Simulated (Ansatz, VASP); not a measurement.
**GeSb4Te4 in VASP and in Ansatz**

Contents of INCAR:

```
ALGO = Normal
EDIFF = 1E-6
ENCUT = 520
GGA = PE
ISIF = 2
ISMEAR = 0
LASPH = T
LCHARG = F
LREAL = F
LWAVE = F
NBANDS = 39
NELM = 100
PREC = Accurate
SIGMA = 0.03
```

Contents of KPOINTS:

```
k-points
0
Gamma
  9 9 2
```

The input POSCAR:

```
GeSb4Te4
1.0
   -4.3299846501      0.0000000000      0.0000000000
   -2.1649923251     -3.7498767050      0.0000000000
   -1.2989953950      0.0000000000     17.6486093019
Ge Sb Te
1 4 4
Direct
   -0.1857150000      0.0000000000      0.6190500000
    0.2843885736      0.3333333333      0.1631491990
    0.6441814264      0.6666666667      0.0749508010
    0.5437211614      0.6666666667      0.4098183509
    0.0848488386      0.3333333333      0.8282816491
    0.1762627897      0.3333333333      0.5235684789
    0.4523072103      0.6666666667      0.7145315211
    0.9060949859      1.0000000000      0.3130167137
   -0.2775249859      0.0000000000      0.9250832863
```

Input for Ansatz:

```yaml
crystal:
  lattice:
    - [-4.3299846501, 0.0, 0.0]
    - [-2.1649923251, -3.749876705, 0.0]
    - [-1.298995395, 0.0, 17.6486093019]
  atoms:
    - { symbol: Ge, position: [-0.185715, 0.0, 0.61905] }
    - { symbol: Sb, position: [0.2843885736, 0.3333333333, 0.163149199] }
    - { symbol: Sb, position: [0.6441814264, 0.6666666667, 0.074950801] }
    - { symbol: Sb, position: [0.5437211614, 0.6666666667, 0.4098183509] }
    - { symbol: Sb, position: [0.0848488386, 0.3333333333, 0.8282816491] }
    - { symbol: Te, position: [0.1762627897, 0.3333333333, 0.5235684789] }
    - { symbol: Te, position: [0.4523072103, 0.6666666667, 0.7145315211] }
    - { symbol: Te, position: [0.9060949859, 1.0, 0.3130167137] }
    - { symbol: Te, position: [-0.2775249859, 0.0, 0.9250832863] }
basis:
  ecutwfc: 420
kpoints:
  mp_grid: { grid: [9, 9, 2] }
hamiltonian:
  xc: pbe
scf:
  occupations: { method: gaussian, width: 0.03 }
output:
  forces: true
  stress: true
  eigenvalues: true
  write_density: true
  write_potential: true
  elf: true
  volumetric_format: npy
```

Alike in both runs: task single point; functional PBE; k mesh 9 × 9 × 2; occupations gaussian, width 0.03 eV; no spin polarisation.

|  | VASP | Ansatz |
| --- | --- | --- |
| version | VASP 6.6.1 | Ansatz 0.2.0 |
| potentials or method | VASP PAW PBE potentials, release 64 (Ge_d, Sb, Te), cutoff 520 eV | scalar-relativistic, plane waves, PAW |
| valence electrons in the cell | 58 | 138 |

VASP gave:

```
gap on the k mesh at the Fermi level (eV)                     : 0.10
least direct gap on the mesh (eV)                             : 0.13
pressure (GPa)                                                : 0.6
traceless stress, the component that is largest in VASP (GPa) : 0.98
rms of the force components (eV/Å)                            : 0.187
```

Q: What did Ansatz give for the same quantities?

A: gap on the k mesh at the Fermi level (eV): 0.11; least direct gap on the mesh (eV): 0.12; pressure (GPa): 0.6; traceless stress, the component that is largest in VASP (GPa): 0.99; rms of the force components (eV/Å): 0.192.

Atom by atom the forces differ by 0.016 eV/Å (rms over components). VASP's potentials hold 58 valence electrons a cell and Ansatz's 138, so a difference there can come from the potentials and not from the codes.

Spin-orbit coupling is off throughout.
